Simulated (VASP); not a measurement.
# W (P1) in VASP: notebook

Runs on W. Level: PBEsol. Tasks: single point.

All numbers are computed with VASP 6.6.1; they aren't measurements. Logs are shortened: lines on timing, memory, paths and dates and some standing lists are left out, and cuts for length are marked.

## 1. The cell of the first run

The typed cell holds 4 atoms: a = 2.810 Å, b = 4.864 Å, c = 4.924 Å, α = 90.00°, β = 90.00°, γ = 90.00°.

## 2. Single point, PBEsol

The input, INCAR:

```
SYSTEM = W
PREC = Accurate
ENCUT = 500
EDIFF = 1E-6
ISMEAR = -1
SIGMA = 0.1
LREAL = .FALSE.
LASPH = .TRUE.
NELM = 120
ALGO = Normal
ISIF = 2
LWAVE = .FALSE.
LCHARG = .FALSE.
GGA = PS
NBANDS = 36
GGA_COMPAT = .FALSE.
```

The input, KPOINTS:

```
regular mesh
0
G
  8 5 5
  0 0 0
```

The input, POSCAR:

```
W
1.0
    2.8096620000      0.0000000000      0.0000000000
    0.0000000000      4.8638700000      0.0000000000
    0.0000000000      0.0000000000      4.9236950000
W
4
Direct
    0.7931720008      0.5631570005      0.2500000000
    0.2068279992      0.0631570005      0.2500000000
    0.2068279992      0.4368429995      0.7500000000
    0.7931720008      0.9368429995      0.7398450249
```

Potentials or basis: VASP PAW PBE potentials, release 64 (W_sv).

On the command line:

```bash
> cat potpaw_PBE.64/W_sv/POTCAR > POTCAR
> mpirun -np 1 vasp_std > vasp.out
```

OUTCAR:

```text
SYSTEM = W
   PREC = Accurate
   ENCUT = 500
   EDIFF = 1E-6
   ISMEAR = -1
   LREAL = .FALSE.
   LASPH = .TRUE.
   NELM = 120
   ISIF = 2
   GGA = PS

 ion  position               nearest neighbor table
   1  0.793  0.563  0.250-   2 2.70   2 2.70   3 2.79   3 2.79   2 2.94   2 2.94   4 3.02   3 3.03
                             3 3.03   4 3.10
   2  0.207  0.063  0.250-   1 2.70   1 2.70   4 2.75   4 2.84   1 2.94   1 2.94   4 2.98   3 3.06
                             3 3.06   4 3.07
   3  0.207  0.437  0.750-   4 2.70   4 2.70   1 2.79   1 2.79   4 2.94   4 2.94   1 3.03   1 3.03
                             2 3.06   2 3.06
   4  0.793  0.937  0.740-   3 2.70   3 2.70   2 2.75   2 2.84   3 2.94   3 2.94   2 2.98   1 3.02
                             2 3.07   1 3.10

  LATTYP: Found a simple orthorhombic cell.
 ALAT       =     2.8096620000
 B/A-ratio  =     1.7311228183
 C/A-ratio  =     1.7524154151

  Lattice vectors:

 A1 = (   2.8096620000,   0.0000000000,   0.0000000000)
 A2 = (   0.0000000000,   4.8638700000,   0.0000000000)
 A3 = (   0.0000000000,   0.0000000000,   4.9236950000)

Analysis of symmetry for initial positions (statically):
=====================================================================
 Subroutine PRICEL returns:
 Original cell was already a primitive cell.

 Routine SETGRP: Setting up the symmetry group for a
 simple orthorhombic supercell.

 Subroutine GETGRP returns: Found  1 space group operations
 (whereof  1 operations were pure point group operations)
 out of a pool of  8 trial point group operations.

The static configuration has the point symmetry C_1 .

Analysis of symmetry for dynamics (positions and initial velocities):
=====================================================================
 Subroutine PRICEL returns:
 Original cell was already a primitive cell.

 Routine SETGRP: Setting up the symmetry group for a
 simple orthorhombic supercell.

 Subroutine GETGRP returns: Found  1 space group operations
 (whereof  1 operations were pure point group operations)
 out of a pool of  8 trial point group operations.

The dynamic configuration has the point symmetry C_1 .

 Subroutine INISYM returns: Found  1 space group operations
 (whereof  1 operations are pure point group operations),
 and found     1 'primitive' translations

----------------------------------------------------------------------------------------

                                     Primitive cell

  volume of cell :      67.2864

  direct lattice vectors                    reciprocal lattice vectors
     2.809662000  0.000000000  0.000000000     0.355914697  0.000000000  0.000000000
     0.000000000  4.863870000  0.000000000     0.000000000  0.205597600  0.000000000
     0.000000000  0.000000000  4.923695000     0.000000000  0.000000000  0.203099501

  length of vectors
     2.809662000  4.863870000  4.923695000     0.355914697  0.205597600  0.203099501

  position of ions in fractional coordinates (direct lattice)
     0.793172001  0.563157000  0.250000000
     0.206827999  0.063157000  0.250000000
     0.206827999  0.436843000  0.750000000
     0.793172001  0.936843000  0.739845025

  ion indices of the primitive-cell ions
   primitive index   ion index
                 1           1
                 2           2
                 3           3
                 4           4

----------------------------------------------------------------------------------------

 KPOINTS: regular mesh

Automatic generation of k-mesh.
 Grid dimensions read from file:
 generate k-points for:    8    5    5

 Generating k-lattice:

  Cartesian coordinates                     Fractional coordinates (reciprocal lattice)
     0.044489337  0.000000000  0.000000000     0.125000000  0.000000000  0.000000000
     0.000000000  0.041119520  0.000000000     0.000000000  0.200000000  0.000000000
     0.000000000  0.000000000  0.040619900     0.000000000  0.000000000  0.200000000

  Length of vectors
     0.044489337  0.041119520  0.040619900

  Shift w.r.t. Gamma in fractional coordinates (k-lattice)
     0.000000000  0.000000000  0.000000000

 Subroutine IBZKPT returns following result:
 ===========================================

 Found    101 irreducible k-points:

 Following reciprocal coordinates:
            Coordinates               Weight
  0.000000  0.000000  0.000000      1.000000
  0.125000  0.000000  0.000000      2.000000
  0.250000  0.000000  0.000000      2.000000
  0.375000  0.000000  0.000000      2.000000
  0.500000  0.000000  0.000000      1.000000
  0.000000  0.200000  0.000000      2.000000
[... 16 lines left out ...]
  0.125000  0.000000  0.200000      2.000000
  0.125000  0.000000 -0.200000      2.000000
 [... further k-points ...]
   k-points           NKPTS =    101   k-points in BZ     NKDIM =    101   number of bands    NBANDS=     36
   number of dos      NEDOS =    301   number of ions     NIONS =      4
   total plane-waves  NPLWV =  25920
   dimension x,y,z NGX =    20 NGY =   36 NGZ =   36
   dimension x,y,z NGXF=    40 NGYF=   72 NGZF=   72
   ions per type =               4
   NGX,Y,Z   is equivalent  to a cutoff of  11.83, 12.30, 12.16 a.u.
   NGXF,Y,Z  is equivalent  to a cutoff of  23.67, 24.61, 24.31 a.u.
 SYSTEM =  W
   PREC   = accura    normal or accurate (medium, high low for compatibility)
   ISTART =      0    job   : 0-new  1-cont  2-samecut
   ICHARG =      2    charge: 1-file 2-atom 10-const
   ISPIN  =      1    spin polarized calculation?
   LNONCOLLINEAR =      F non collinear calculations
   LSORBIT =      F    spin-orbit coupling
   LASPH  =      T    aspherical Exc in radial PAW
   ENCUT  =  500.0 eV  36.75 Ry    6.06 a.u.   5.12  8.87  8.98*2*pi/ulx,y,z
   NELM   =    120;   NELMIN=  2; NELMDL= -5     # of ELM steps
   EDIFF  = 0.1E-05   stopping-criterion for ELM
   LREAL  =      F    real-space projection
   EDIFFG = 0.1E-04   stopping-criterion for IOM
   NSW    =      0    number of steps for IOM
   IBRION =     -1    ionic relax: 0-MD 1-quasi-New 2-CG
   NFREE  =      0    steps in history (QN), initial steepest desc. (CG)
   ISIF   =      2    stress and relaxation
   ISYM   =      2    0-nonsym 1-usesym 2-fastsym
   POTIM  = 0.5000    time-step for ionic-motion
   TEBEG  =    0.0;   TEEND  =   0.0 temperature during run
   PSTRESS=    0.0 pullay stress
   NELECT =      56.0000    total number of electrons
   NUPDOWN=      -1.0000    fix difference up-down
   EMIN   =  10.00;   EMAX   =-10.00  energy-range for DOS
   EFERMI =   0.00;   METHOD = LEGACY
   ISMEAR =    -1;   SIGMA  =   0.10  broadening in eV -4-tet -1-fermi 0-gaus
   EFERMI_NEDOS =   21; number of points for ismear=-14 and -15
   IALGO  =     38    algorithm
   IMIX   =      4    mixing-type and parameters
     AMIX     =   0.40;   BMIX     =  1.00
     AMIX_MAG =   1.60;   BMIX_MAG =  1.00
  volume/ion in A,a.u.               =      16.82       113.52
  Fermi-wavevector in a.u.,A,eV,Ry     =   1.539909  2.910006 32.263772  2.371320
  Thomas-Fermi vector in A             =   2.646071
   LORBIT       =      0    0 simple, 1 ext, 2 COOP (PROOUT), +10 PAW based schemes
   GGA     = PS    functional components
   LHFCALC =     F    Hartree Fock is set to
   AEXX    =    0.0000 exact exchange contribution
   IVDW    =     0    specifies the selected vdW correction
   LEPSILON=     F    determine dielectric tensor
   LRPA    =     F    only Hartree local field effects (RPA)
 non-spin polarized calculation
  energy-cutoff  :      500.00
  volume of cell :       67.29
 maximum number of plane-waves:      1721
   NGX = 11   NGY = 17   NGZ = 17

 number of electron      56.0000010 magnetization

 Free energy of the ion-electron system (eV)
  ---------------------------------------------------
  ext. energy  EPLUGINS =         0.00000000
  ---------------------------------------------------
  free energy    TOTEN  =       -53.11911948 eV

  energy without entropy =      -52.99748656  energy(sigma->0) =      -53.05830302

 E-fermi :  10.1320     XC(G=0): -13.3975

 val. band max:       10.1200729522   @ k =  -0.2500   0.4000  -0.2000
 cond. band min:      10.1343879239   @ k =   0.1250  -0.2000  -0.2000
 fundamental gap:      0.0143149717
 Fermi energy:        10.1319672142

 k-point     1 :       0.0000    0.0000    0.0000
  band No.  band energies     occupation
      1     -63.6720      2.00000
      2     -63.5943      2.00000
      3     -63.5618      2.00000
      4     -63.5127      2.00000
      5     -28.4442      2.00000
      6     -28.3963      2.00000
[... 28 lines left out ...]
     35      14.2388      0.00000
     36      14.6344      0.00000

 k-point     2 :       0.1250    0.0000    0.0000
  band No.  band energies     occupation
      1     -63.6612      2.00000
      2     -63.5871      2.00000
      3     -63.5564      2.00000
      4     -63.5109      2.00000
      5     -28.4014      2.00000
      6     -28.3582      2.00000
[... 28 lines left out ...]
     35      13.6538      0.00000
     36      14.1038      0.00000

 k-point     3 :       0.2500    0.0000    0.0000
  band No.  band energies     occupation
      1     -63.6338      2.00000
      2     -63.5696      2.00000
      3     -63.5437      2.00000
      4     -63.5080      2.00000
      5     -28.2880      2.00000
      6     -28.2569      2.00000
[... 28 lines left out ...]
     35      13.2414      0.00000
     36      13.8902      0.00000

 k-point     4 :       0.3750    0.0000    0.0000
  band No.  band energies     occupation
      1     -63.6032      2.00000
      2     -63.5516      2.00000
      3     -63.5315      2.00000
      4     -63.5082      2.00000
      5     -28.1645      2.00000
      6     -28.1371      2.00000
[... 28 lines left out ...]
     35      13.5458      0.00000
     36      13.9102      0.00000

 k-point     5 :       0.5000    0.0000    0.0000
  band No.  band energies     occupation
      1     -63.5887      2.00000
      2     -63.5437      2.00000
      3     -63.5267      2.00000
      4     -63.5101      2.00000
      5     -28.1567      2.00000
      6     -28.1297      2.00000
[... 655 lines left out ...]
 k-point    22 :       0.0000    0.0000    0.2000
  band No.  band energies     occupation
      1     -63.6647      2.00000
      2     -63.6017      2.00000
      3     -63.5571      2.00000
      4     -63.5173      2.00000
      5     -28.4531      2.00000
      6     -28.3243      2.00000
[... 28 lines left out ...]
     35      14.0375      0.00000
     36      14.1611      0.00000

 k-point    23 :       0.1250    0.0000    0.2000
  band No.  band energies     occupation
      1     -63.6543      2.00000
      2     -63.5942      2.00000
      3     -63.5521      2.00000
      4     -63.5152      2.00000
      5     -28.4095      2.00000
      6     -28.2897      2.00000
[... 28 lines left out ...]
     35      13.5873      0.00000
     36      13.8372      0.00000

 k-point    24 :       0.1250    0.0000   -0.2000
  band No.  band energies     occupation
      1     -63.6543      2.00000
      2     -63.5942      2.00000
      3     -63.5521      2.00000
      4     -63.5152      2.00000
      5     -28.4097      2.00000
      6     -28.2881      2.00000
[... 28 lines left out ...]
     35      13.6288      0.00000
     36      13.8572      0.00000

 [... further k-points ...]
[... 5 lines left out ...]
  --------------------------------------------------------------------------------------
  -------------------------------------------------------------------------------------
  Total       -4.5575078     -4.0937711     -4.1457342     -0.0034833      0.1634119      0.2940867
  in kB     -108.5202591    -97.4780777    -98.7153886     -0.0829427      3.8910530      7.0025925
  external PRESSURE =    -101.5712418 kB  Pullay stress =       0.0000000 kB

 VOLUME and BASIS-vectors are now :
 -----------------------------------------------------------------------------
  energy-cutoff  :      500.00
  volume of cell :       67.29
      direct lattice vectors                 reciprocal lattice vectors
     2.809662000  0.000000000  0.000000000     0.355914697  0.000000000  0.000000000
     0.000000000  4.863870000  0.000000000     0.000000000  0.205597600  0.000000000
     0.000000000  0.000000000  4.923695000     0.000000000  0.000000000  0.203099501

 POSITION                                       TOTAL-FORCE (eV/Angst)
 -----------------------------------------------------------------------------------
      2.22855      2.73912      1.23092        -0.044841     -0.049063     -0.211047
      0.58112      0.30719      1.23092         0.039938     -0.042166     -0.396054
      0.58112      2.12475      3.69277         0.042123      0.041110      0.077235
      2.22855      4.55668      3.64277        -0.037221      0.050119      0.529867
 -----------------------------------------------------------------------------------
    total drift:                                0.000142      0.000037     -0.000072

  FREE ENERGIE OF THE ION-ELECTRON SYSTEM (eV)
  ---------------------------------------------------
  free  energy   TOTEN  =       -53.1191194833 eV

  energy  without entropy=      -52.9974865550  energy(sigma->0) =      -53.05830302
```

Wall time 70 s (1 thread of Intel Xeon 6975P-C (Granite Rapids), shared host); peak memory 0.28 GiB.

What came out:

* Free energy: -53.1191 eV
* Pressure: -10.2 GPa
* Largest force: 0.534 eV/Å
* Band gap on the k mesh: zero (band 28 reaches 11.13 eV, above the bottom of band 29 at 9.83 eV)

Forces on the atoms (eV/Å):
```
W   -0.045 -0.049 -0.211
W    0.040 -0.042 -0.396
W    0.042  0.041  0.077
W   -0.037  0.050  0.530
```

Caveat: the PAW data sets were made with another functional, which shifts forces and pressure a little; spin-orbit coupling is left out, which moves the levels of the heavy elements.

## 3. Single point, PBEsol

The input, INCAR:

```
SYSTEM = W
PREC = Accurate ; ENCUT = 500
EDIFF = 1E-6 ; ISMEAR = -1
SIGMA = 0.1 ; LREAL = .FALSE.
LASPH = .TRUE. ; NELM = 120
ALGO = Normal ; ISIF = 2
LWAVE = .FALSE. ; LCHARG = .FALSE.
GGA = PS ; NBANDS = 36
GGA_COMPAT = .FALSE.
```

KPOINTS is that of step 2.

POSCAR, as its differences from that of step 2:

```diff
@@ -11,2 +11,2 @@
     0.2068279992      0.4368429995      0.7500000000
-    0.7931720008      0.9368429995      0.7398450249
+    0.7931720008      0.9368429995      0.7449225125
```

Potentials or basis: VASP PAW PBE potentials, release 64 (W_sv).

On the command line:

```bash
> cat potpaw_PBE.64/W_sv/POTCAR > POTCAR
> mpirun -np 1 vasp_std > vasp.out
```

Run time: 66 s. Hardware: 1 thread of Intel Xeon 6975P-C (Granite Rapids), shared host; peak memory 0.28 GiB.

It converged, with:

```
Free energy            : -53.1291 eV
Pressure               : -10.3 GPa
Largest force          : 0.272 eV/Å
Band gap on the k mesh : zero (band 28 reaches 11.13 eV, above the bottom of band 29 at 9.83 eV)
```

Forces on the atoms (eV/Å):
```
W   -0.040 -0.044 -0.106
W    0.039 -0.043 -0.198
W    0.039  0.043  0.038
W   -0.038  0.045  0.266
```

Stress tensor (GPa, compression positive):
```
-10.99   0.00   0.35
  0.00  -9.83   0.20
  0.35   0.20  -9.99
```

Levels at points of the mesh, in eV from the Fermi level:
| k point | band 24 | band 25 | band 26 | band 27 | band 28 | band 29 | band 30 | band 31 | band 32 | band 33 |
| --- | --- | --- | --- | --- | --- | --- | --- | --- | --- | --- |
| (0.00, 0.00, 0.00) | -0.58 | -0.45 | -0.39 | -0.34 | -0.33 | -0.28 | -0.14 | 0.55 | 1.55 | 2.44 |
| (0.50, 0.00, 0.00) | -2.29 | -1.82 | -1.75 | -1.27 | -1.04 | 0.09 | 0.23 | 0.54 | 2.93 | 3.05 |

Caveat: the PAW data sets were made with another functional, which shifts forces and pressure a little; spin-orbit coupling is left out, which moves the levels of the heavy elements.
